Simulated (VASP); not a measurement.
Set up this calculation in VASP 6.6.1, as the native input.

```
Task                   : single point
Functional             : PBE
Potentials or basis    : VASP PAW PBE potentials, release 64 (Li_sv)
Cutoff                 : 520 eV
k mesh                 : 2 × 2 × 2
Occupations            : fermi-dirac, width 0.1 eV
Spin                   : no spin polarisation
Dipole correction      : no
Further INCAR settings : LREAL = Auto; ALGO = Normal; EDIFF = 1e-06; NBANDS = 38
```

The structure of Li lies in POSCAR:

```
Li
1.0
    7.1208340000      0.0000000000      0.0000000000
    0.0000000000      7.1208340000      0.0000000000
    0.0000000000      0.0000000000      7.1208340000
Li
16
Direct
    0.0879672241      0.0412592121     -0.0181439421
    0.5049548971      0.0461884100     -0.1318525330
    0.0552463377      0.4916699364     -0.0678853067
    0.0231152699      0.1422867041      0.4046155268
    0.3555482406      0.2885757483      0.1379613680
    0.4907149921      0.5928238181     -0.0960421209
    0.4662656088      0.0404166141      0.4099660236
    0.7064200626      0.2991082224      0.1324283083
    0.0017554124      0.5479976081      0.4155973865
    0.2515014393      0.7998220433      0.2016898582
    0.2141743509      0.3209595955      0.6851023349
    0.5346283876      0.4365078585      0.5465651917
    0.6174557643      0.7850063630      0.2091328066
    0.8360958843      0.2468952373      0.7107032687
    0.3053855770      0.7911573279      0.6285218838
    0.8337927833      0.7657670436      0.7605991096
```

These files were run (other wordings do the same):

INCAR

```
SYSTEM = Li
PREC = Accurate
ENCUT = 520
EDIFF = 1E-6
ISMEAR = -1
SIGMA = 0.1
LREAL = Auto
LASPH = .TRUE.
NELM = 60
ALGO = Normal
ISIF = 2
LWAVE = .FALSE.
LCHARG = .TRUE.
GGA = PE
LELF = .TRUE.
LVHAR = .TRUE.
NBANDS = 38
```

KPOINTS

```
regular mesh
0
G
  2 2 2
  0 0 0
```

Potentials or basis: VASP PAW PBE potentials, release 64 (Li_sv).

Launch:

```sh
$ cat potpaw_PBE.64/Li_sv/POTCAR > POTCAR
$ mpirun -np 1 vasp_std > vasp.out
```

Results of the run:

* Largest force: 0.764 eV/Å
* Band gap on the k mesh: zero (bands 24 and 25 overlap by 0.64 eV)

Caveat: the k points lie up to 0.44 Å⁻¹ apart, too coarse for converged energies and pressures of a metal; the atoms stand as in a frame of molecular dynamics.

It took 2.7 min on 1 thread of Intel(R) Xeon(R) Platinum 8259CL CPU @ 2.50GHz (Skylake/Cascade Lake) (shared host), peak memory 0.38 GiB.
